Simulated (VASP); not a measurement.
**BaAs2Ru2: single point with LDA**

The system is BaAs2Ru2.

```
Ba As Ru
1.0
    -2.05686    2.05686    5.96481
     2.05686   -2.05686    5.96481
     2.05686    2.05686   -5.96481
Ba As Ru
1 2 2
Direct
  0.00000 0.00000 0.00000
  0.64753 0.64753 0.00000
  0.35247 0.35247 0.00000
  0.75000 0.25000 0.50000
  0.25000 0.75000 0.50000
```

```
Program             : VASP 6.6.1
Task                : single point
Functional          : LDA
Potentials or basis : VASP PAW LDA potentials, release 64 (Ba_sv, As, Ru_pv)
Cutoff              : 520 eV
k mesh              : 12 × 12 × 12
Occupations         : gaussian, width 0.1 eV
Spin                : no spin polarisation
```

* Pressure: 1.1 GPa
* Largest force: 0.027 eV/Å
* Band gap on the k mesh: zero (bands 24 and 25 overlap by 1.23 eV)

Forces on the atoms (eV/Å):
```
Ba   0.000  0.000  0.000
As   0.000  0.000 -0.027
As   0.000  0.000  0.027
Ru   0.000  0.000  0.000
Ru   0.000  0.000  0.000
```

Stress tensor (GPa, compression positive):
```
1.13 0.00 0.00
0.00 1.13 0.00
0.00 0.00 0.98
```

Levels at points of the mesh, in eV from the Fermi level:
```tsv
k point	band 20	band 21	band 22	band 23	band 24	band 25	band 26	band 27	band 28	band 29
(0.00, 0.00, 0.00)	-1.22	-1.11	-0.21	-0.19	-0.19	0.23	1.24	2.55	3.21	3.21
(0.50, 0.00, 0.00)	-2.14	-1.94	-1.83	-1.28	-1.08	1.12	1.15	2.06	2.84	3.13
(0.50, 0.50, 0.00)	-2.36	-2.19	-1.15	-0.99	-0.67	-0.66	-0.26	1.49	1.55	4.52
(0.50, 0.50, 0.50)	-1.84	-0.33	-0.19	0.31	0.31	0.67	1.24	1.66	3.43	3.43
```

Run time: 29 min on 1 thread of Intel(R) Xeon(R) Platinum 8375C CPU @ 2.90GHz (Ice Lake), on a shared host, peak memory 0.65 GiB.

Caveat: spin-orbit coupling is left out, which moves the levels of the heavy elements.
